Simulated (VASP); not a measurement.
Crystal: Ta2B2O.

```
CELL_PARAMETERS angstrom
3.13639 0.00000 0.00000
-1.56819 2.71619 0.00000
0.00000 0.00000 7.36469
ATOMIC_POSITIONS crystal
Ta 0.00000 0.00000 0.00000
Ta 0.33333 0.66667 0.50000
B 0.33333 0.66667 0.24290
B 0.33333 0.66667 0.75710
O 0.00000 0.00000 0.50000
```

```yaml
Program: VASP 6.6.1
Task: relaxation of cell and atoms
Functional: PBE
Potentials_or_basis: VASP PAW PBE potentials, release 64 (Ta_pv, B, O)
Cutoff: 600 eV
k_mesh: 6 × 6 × 4
Occupations: gaussian, width 0.1 eV
Spin: no spin polarisation
```

At the start: pressure 39.9 GPa; volume 12.55 Å³/atom.

Q: Where does the relaxation end?

A: Over 22 steps the energy falls by 1257.9 meV/atom and the volume is 13.64 Å³/atom (+8.7 %); space group P-6m2 (No. 187, to 0.05 Å).

The path:
| step | energy change (eV) | largest force (eV/Å) | pressure (GPa) | volume (Å³) |
| --- | --- | --- | --- | --- |
| 1 | 0.0000 | 6.9909 | 39.89 | 62.74 |
| 2 | -1.4005 | 1.1457 | -26.52 | 95.58 |
| 3 | -2.9335 | 2.6309 | -11.04 | 79.38 |
| 4 | -2.9415 | 2.7957 | -9.33 | 78.39 |
| 5 | -3.8051 | 1.3634 | -1.34 | 73.30 |
| 6 | -3.9607 | 0.3758 | 6.83 | 70.19 |
| 7 | -4.6426 | 0.4909 | 0.00 | 71.35 |
| 8 | -4.5875 | 12.0793 | -1.16 | 72.92 |
| 9 | -4.9303 | 1.0321 | -3.34 | 71.80 |
| 10 | -5.9121 | 0.7530 | -8.37 | 72.63 |
| 11 | -6.0569 | 1.5995 | -8.27 | 72.84 |
| 12 | -6.0684 | 0.2282 | -8.72 | 72.77 |
| 13 | -6.0781 | 0.5098 | -8.66 | 72.79 |
| 14 | -4.0089 | 15.4536 | 20.40 | 64.70 |
| 15 | -6.1525 | 0.4535 | -7.64 | 72.04 |
| 16 | -6.1825 | 0.8300 | -6.48 | 71.49 |
| 17 | -6.1954 | 1.3704 | -4.91 | 70.83 |
| 18 | -6.2440 | 0.9869 | 3.69 | 66.77 |
| 19 | -6.2881 | 0.0433 | -0.23 | 68.39 |
| 20 | -6.2881 | 0.0718 | -0.15 | 68.35 |
| 21 | -6.2896 | 0.0046 | 0.30 | 68.16 |
| 22 | -6.2897 | 0.0189 | 0.20 | 68.20 |

Final structure:
```cif
data_structure
_symmetry_space_group_name_H-M 'P 1'
_symmetry_Int_Tables_number 1
_cell_length_a 3.5935
_cell_length_b 3.5935
_cell_length_c 6.0979
_cell_angle_alpha 90.000
_cell_angle_beta 90.000
_cell_angle_gamma 120.000
_cell_volume 68.20
loop_
_atom_site_label
_atom_site_type_symbol
_atom_site_fract_x
_atom_site_fract_y
_atom_site_fract_z
_atom_site_occupancy
Ta1 Ta 0.00000 0.00000 0.00000 1
Ta2 Ta 0.33333 0.66667 0.50000 1
B1 B 0.33333 0.66667 0.13504 1
B2 B 0.33333 0.66667 0.86496 1
O1 O 0.00000 0.00000 0.50000 1
```

Caveat: the k points lie up to 0.34 Å⁻¹ apart in the final cell.
